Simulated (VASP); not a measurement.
# H3C2N in VASP: further runs, part 2 of 2

VASP 6.6.1. Earlier steps stand in the parts before.

## Step 3: Single point, PBE+D3(BJ)

INCAR

```
SYSTEM = H3C2N
ALGO = Normal
EDIFF = 1E-7
ENCUT = 520
GGA = PE
ISIF = 2
ISMEAR = -1
IVDW = 12
LASPH = .TRUE.
LCHARG = .TRUE.
LELF = .TRUE.
LREAL = Auto
LVHAR = .TRUE.
LWAVE = .FALSE.
NBANDS = 72
NELM = 100
PREC = Accurate
SIGMA = 0.02
```

KPOINTS

```
k-points
0
G
  1 1 1
  0 0 0
```

POSCAR

```
H3C2N
1.0
    8.3116590000      0.0000000000      0.0000000000
    0.0000000000      8.3116590000      0.0000000000
    0.0000000000      0.0000000000      8.3116590000
C N H
12 6 18
Direct
    0.5058436589      0.3774457061      0.1222860562
    0.5559299293      0.5181877649      0.2248046990
    0.0778544933      0.5545703932      0.3020335651
   -0.0261560297      0.4128417684      0.2694407939
    0.9161227620      0.1736356123      0.6461646225
    0.8477489271      0.3155567378      0.7177267499
    0.7879654351      0.9335801673      0.1652738641
    0.6827638141      0.9297542163      0.0324844896
    0.4458556348      0.6625031176      0.6925572861
    0.2927093135      0.7382882286      0.6619617094
    0.4949192454      0.0729457260      0.6418935137
    0.4031204841      0.1583558710      0.5160822887
    0.5809550175      0.6204296880      0.3170004929
   -0.0956487748      0.2989896482      0.2319272242
    0.7963993711      0.4345582512      0.7687273985
    0.5792706366      0.9184087076     -0.0596872417
    0.1696171607      0.8097661369      0.6319075410
    0.3145461093      0.2245761045      0.4342574689
    0.5093447650      0.4048650215     -0.0080850285
    0.5900987998      0.2737359653      0.1577543063
    0.3889837155      0.3326532044      0.1512935023
    0.1841509619      0.5113539908      0.3767478911
    0.1174615080      0.5835898706      0.1830801769
    0.0222097658      0.6484265055      0.3746183524
    0.9807789275      0.1090756972      0.7446407510
    0.8413843734      0.0996672265      0.5686470054
    1.0295417557      0.2146984134      0.5802451713
    0.7574300149      0.8275965123      0.2547987111
    0.9148233824      0.9382242462      0.1299981147
    0.7524490598      1.0415249230      0.2380872459
    0.5349593866      0.7542296911      0.6803094304
    0.4338002798      0.6235578240      0.8176586648
    0.4652139844      0.5594671292      0.5970288242
    0.5860923794      0.1542652315      0.6967923010
    0.4086067535      0.0297654175      0.7275683471
    0.5323245335     -0.0432404650      0.5857194093
```

Potentials or basis: VASP PAW PBE potentials, release 64 (C, N, H).

Command:

```sh
> cat potpaw_PBE.64/C/POTCAR potpaw_PBE.64/N/POTCAR potpaw_PBE.64/H/POTCAR > POTCAR
> mpirun -np 1 vasp_gam > vasp.out
```

Run time: 58 s. Hardware: 1 thread of Intel Xeon Platinum 8488C (Sapphire Rapids), shared host; peak memory 0.55 GiB.

It converged, with:

* Free energy: -221.3554 eV
* Pressure: -0.6 GPa
* Largest force: 4.786 eV/Å
* Band gap on the k mesh: 6.08 eV
* Dispersion energy per atom: -0.041 eV

Forces on the atoms (eV/Å):
```
C    2.151  0.131  0.631
C   -1.163 -1.525 -0.889
C    0.218 -2.161  1.187
C    1.278  1.950  0.863
C    2.865  0.468  0.491
C   -0.139 -0.565 -0.748
C   -0.191 -0.557  2.685
C   -0.311 -0.506  0.229
C   -1.144 -1.843 -1.231
C   -3.901  2.369 -1.441
C   -0.229  0.236 -1.706
C    1.648 -1.417  2.548
N    0.275  0.284  0.028
N   -0.940 -1.192 -0.307
N   -0.492  0.808  0.537
N   -0.683  0.023 -0.931
N    3.434 -2.098  0.942
N   -1.586  1.446 -1.877
H    0.411 -0.071  0.411
H   -0.590  1.124 -0.763
H   -1.040  0.094  0.526
H   -0.756  0.210 -0.764
H    0.480  1.004 -0.632
H   -0.313  0.258 -0.321
H   -0.811 -0.449 -0.317
H   -0.163 -0.062  0.099
H   -1.146 -0.266 -0.099
H    0.572  1.108 -1.559
H    0.013  0.034  0.254
H    0.692 -0.271 -0.455
H    0.974  0.228  0.112
H    0.677 -0.420  0.055
H   -0.109  1.399  1.630
H   -0.250 -0.785 -0.284
H   -0.464  0.182  0.833
H    0.729  0.828  0.264
```

Stress tensor (GPa, compression positive):
```
-0.33  0.29  0.11
 0.29 -0.99 -0.79
 0.11 -0.79 -0.50
```

Levels at points of the mesh, in eV from the valence-band top:
```
           k point  band 44  band 45  band 46  band 47  band 48  band 49  band 50  band 51  band 52  band 53
(0.00, 0.00, 0.00)    -0.35    -0.16    -0.12    -0.04     0.00     6.08     6.74     6.83     6.93     6.99
```

Caveat: the k points lie up to 0.76 Å⁻¹ apart.

## Step 4: Single point, PBE+D3(BJ)

INCAR

```
PREC = Accurate
ENCUT = 520
EDIFF = 1E-6
ISMEAR = -1
SIGMA = 0.02
LREAL = Auto
LASPH = T
NELM = 80
ALGO = Normal
ISIF = 2
LWAVE = F
LCHARG = T
GGA = PE
IVDW = 12
LELF = T
LVHAR = T
NBANDS = 72
```

KPOINTS

```
regular mesh
0
Gamma
  1 1 1
```

POSCAR

```
H3C2N
1.0
    8.3116590000      0.0000000000      0.0000000000
    0.0000000000      8.3116590000      0.0000000000
    0.0000000000      0.0000000000      8.3116590000
C N H
12 6 18
Direct
    0.5228198125      0.3971770257      0.1390095527
    0.5388214314      0.5270668587      0.2463286812
    0.0687347736      0.5617771374      0.3117789120
   -0.0157730244      0.4217810187      0.2564109042
    0.9252304504      0.1945099047      0.6455750892
    0.8678652481      0.3408224519      0.7108328193
    0.7997320391      0.9342418884      0.1456869200
    0.6660042237      0.9211879361      0.0387648242
    0.4538925382      0.6525412075      0.6990301214
    0.3226792629      0.7587053319      0.6492927585
    0.5073235079      0.0821857586      0.5843478420
    0.3742814762      0.1539042928      0.4920678291
    0.5724368625      0.6383081885      0.3201406602
   -0.0842070157      0.3032487257      0.2377263071
    0.7938367058      0.4507884647      0.7566600122
    0.5641713646      0.9170852654     -0.0565831683
    0.2151315399      0.8382562374      0.6284064349
    0.2806058333      0.2417808527      0.4257754078
    0.5610672911      0.4405979600      0.0191297550
    0.5931066229      0.2993385556      0.1801686041
    0.3962867100      0.3564871947      0.1456508261
    0.1640707349      0.5096094534      0.3778547700
    0.1125527407      0.6351319273      0.2139885671
   -0.0091919074      0.6289719056      0.3941692026
    1.0551804399      0.1886145714      0.6081577697
    0.8982803553      0.0960939326      0.7337644627
    0.8595997502      0.1634571389      0.5360542342
    0.8504078428      0.8276205749      0.1651415199
    0.8993511404      1.0045407301      0.0935192361
    0.7606904951      0.9860726962      0.2565793423
    0.5705238870      0.6776745774      0.6292726879
    0.4696174374      0.6665095380      0.8251541600
    0.4255708758      0.5401087797      0.6629362441
    0.5749634339      0.1876400367      0.6298622212
    0.4494650226      0.0190695985      0.6880936766
    0.5784525087     -0.0003128136      0.5097778915
```

Command:

```sh
> cat potpaw_PBE.64/C/POTCAR potpaw_PBE.64/N/POTCAR potpaw_PBE.64/H/POTCAR > POTCAR
> mpirun -np 1 vasp_gam > vasp.out
```

It took 55 s on 1 thread of Intel Xeon Platinum 8488C (Sapphire Rapids), shared host; peak memory 0.54 GiB.

It converged, with:

| Item | Value |
| --- | --- |
| Free energy | -221.4574 eV |
| Pressure | 2.0 GPa |
| Largest force | 5.592 eV/Å |
| Band gap on the k mesh | 6.16 eV |
| Dispersion energy per atom | -0.041 eV |

Forces on the atoms (eV/Å):
```
C   -1.544  0.017 -0.876
C    0.336 -0.666 -0.616
C   -0.986  0.051 -0.288
C    0.268  1.222  0.407
C    1.105 -1.852 -0.105
C   -0.772  0.753 -0.031
C   -0.605  3.114 -1.069
C    0.152  0.149 -0.477
C    1.423  3.357 -1.482
C    4.294 -3.346  1.278
C   -1.307  0.470  0.246
C   -1.506  2.446 -1.457
N    0.354  2.196  1.663
N   -1.087 -1.721 -0.613
N    0.211  0.263  0.245
N   -0.544  0.001 -0.191
N   -4.278  3.111 -1.091
N    2.147 -2.369  1.587
H   -0.171 -0.441  0.070
H    0.988 -1.034  0.186
H    0.150 -0.021 -0.503
H    1.433 -0.142  0.844
H    0.222  0.416 -0.297
H    0.028  0.206 -0.035
H   -0.692  0.244  0.502
H    0.376  0.355 -0.375
H   -0.197  0.161 -0.223
H    1.477 -4.155  0.941
H   -0.408  0.444  0.023
H   -0.043  0.481  0.852
H   -1.170  0.088  0.898
H    0.342 -0.027  1.021
H   -0.899 -3.525 -0.698
H    0.181 -0.447 -0.086
H    0.692  0.182 -0.422
H    0.029  0.019  0.172
```

Stress tensor (GPa, compression positive):
```
 0.85 -0.23  1.51
-0.23  4.16  1.33
 1.51  1.33  0.86
```

Levels at points of the mesh, in eV from the valence-band top:
```
           k point  band 46  band 47  band 48  band 49  band 50  band 51
(0.00, 0.00, 0.00)    -0.21    -0.16     0.00     6.16     6.68     6.85
```

Caveat: the k points lie up to 0.76 Å⁻¹ apart.

## Step 5: Summary

```csv
cell,gap on the mesh (eV),pressure (GPa),largest force (eV/Å)
"as given, atomic positions A",6.18,-0.2,1.88
"as given, atomic positions B",6.08,-0.6,4.79
"as given, atomic positions C",6.16,2.0,5.59
```

Alike in all rows: task single point; level PBE+D3(BJ); potentials or basis VASP PAW PBE potentials, release 64 (C, N, H); no spin polarisation; k mesh 1 × 1 × 1; cutoff (eV) 520; smearing fermi-dirac 0.02 eV.

Caveats: all runs use coarse meshes.

Total energies depend on the potentials used, so only differences within one code and one set of settings carry meaning.
